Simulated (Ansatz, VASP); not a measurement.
# One calculation of ScAl, two programs

The input POSCAR:

```
ScAl
1.0
    3.3703489700      0.0000000000      0.0000000000
    0.0000000000      3.3703489700      0.0000000000
    0.0000000000      0.0000000000      3.3703489700
Sc Al
1 1
Direct
    0.5000000000      0.5000000000      0.5000000000
    0.0556322214      0.0000000000      0.0000000000
```

INCAR.step1

```
SYSTEM = ScAl
PREC = Accurate
ENCUT = 520
ISMEAR = 0
SIGMA = 0.15
LREAL = .FALSE.
LASPH = .TRUE.
NELM = 80
NBANDS = 14
GGA = PE
ALGO = Normal
EDIFF = 1E-4
LWAVE = .TRUE.
LCHARG = .FALSE.
```

Contents of INCAR.step2:

```
SYSTEM = ScAl
PREC = Accurate
ENCUT = 520
EDIFF = 1E-7
ISMEAR = 0
SIGMA = 0.15
LREAL = .FALSE.
LASPH = .TRUE.
NELM = 80
ALGO = Normal
ISIF = 2
LWAVE = .FALSE.
LCHARG = .TRUE.
METAGGA = R2SCAN
LMIXTAU = .TRUE.
LELF = .TRUE.
LVHAR = .TRUE.
NBANDS = 14
ISTART = 1
```

File KPOINTS:

```
Automatic mesh
0
G
  14 14 14
  0 0 0
```

Input for Ansatz:

```yaml
crystal:
  lattice:
    - [3.37034897, 0.0, 0.0]
    - [0.0, 3.37034897, 0.0]
    - [0.0, 0.0, 3.37034897]
  atoms:
    - { symbol: Sc, position: [0.5, 0.5, 0.5] }
    - { symbol: Al, position: [0.0556322214, 0.0, 0.0] }
basis:
  ecutwfc: 500
kpoints:
  mp_grid: { grid: [14, 14, 14] }
hamiltonian:
  xc: r2scan
scf:
  occupations: { method: gaussian, width: 0.15 }
output:
  forces: true
  stress: true
  eigenvalues: true
```

Change from the starting cell: all Al atoms moved +0.188 Å, as atom 2 along Cartesian [1 0 0].

Alike in both runs: task single point; functional r2SCAN; k mesh 14 × 14 × 14; occupations gaussian, width 0.15 eV; no spin polarisation.

```csv
,VASP,Ansatz
version,VASP 6.6.1,Ansatz 0.2.0
potentials or method,"VASP PAW PBE potentials, release 64 (Sc_sv, Al), cutoff 520 eV","scalar-relativistic, plane waves, PAW"
valence electrons in the cell,14,14
```

Ansatz gave:

* gap on the k mesh at the Fermi level (eV): none
* pressure (GPa): 0.9
* traceless stress, the component that is largest in VASP (GPa): -0.41
* rms of the force components (eV/Å): 0.577

Task: What did VASP give for the same quantities?

Result: gap on the k mesh at the Fermi level (eV): none; pressure (GPa): 1.1; traceless stress, the component that is largest in VASP (GPa): -0.43; rms of the force components (eV/Å): 0.581.

VASP's potentials were made for PBE, not for r2SCAN. Atom by atom the forces differ by 0.004 eV/Å (rms over components). A gap of «none» marks a metal or a gap that the smearing closes.
